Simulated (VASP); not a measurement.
Runs of VASP 6.6.1 on Ir. The structure is that of space group P6_3/mmc (No. 194), or close to it. The cells are those of the table. This isn't the form of Ir at room conditions, which is fcc.

```csv
fixed moment (μB),cell,pressure (GPa),moment (μB)
1.4,"a = 2.650, b = 2.650, c = 4.297 Å, angles 90.0, 90.0, 120.0°, 2 atoms",(c),1.40
1.0,"a = 2.809, b = 2.809, c = 4.555 Å, angles 90.0, 90.0, 120.0°, 2 atoms",-30.8,1.00
1.4,"a = 2.592, b = 2.592, c = 4.203 Å, angles 90.0, 90.0, 120.0°, 2 atoms",(a),1.40
0.2,"a = 2.650, b = 2.650, c = 4.297 Å, angles 90.0, 90.0, 120.0°, 2 atoms",32.6,0.20
0.8,"a = 2.758, b = 2.758, c = 4.472 Å, angles 90.0, 90.0, 120.0°, 2 atoms",-16.9,0.80
0.8,"a = 2.592, b = 2.592, c = 4.203 Å, angles 90.0, 90.0, 120.0°, 2 atoms",77.3,0.80
0.4,"a = 2.758, b = 2.758, c = 4.472 Å, angles 90.0, 90.0, 120.0°, 2 atoms",-17.8,0.40
1.0,"a = 2.592, b = 2.592, c = 4.203 Å, angles 90.0, 90.0, 120.0°, 2 atoms",78.5,1.00
0.2,"a = 2.809, b = 2.809, c = 4.555 Å, angles 90.0, 90.0, 120.0°, 2 atoms",-32.4,0.20
0.4,"a = 2.592, b = 2.592, c = 4.203 Å, angles 90.0, 90.0, 120.0°, 2 atoms",(b),0.40
```

Alike in all rows: task single point; level LDA; potentials or basis VASP PAW LDA potentials, release 64 (Ir); spin collinear; k mesh 21 × 21 × 12; cutoff (eV) 520; smearing gaussian 0.15 eV.

Problem. Fill in the values left out.

Solution. (a) 81.2; (b) 75.8; (c) 37.7.

Caveats: the total moment is fixed, so each spin has its own Fermi level and the state may be an excited one; the cell stands under pressure (at least some runs); the cell stands under tension (at least some runs).
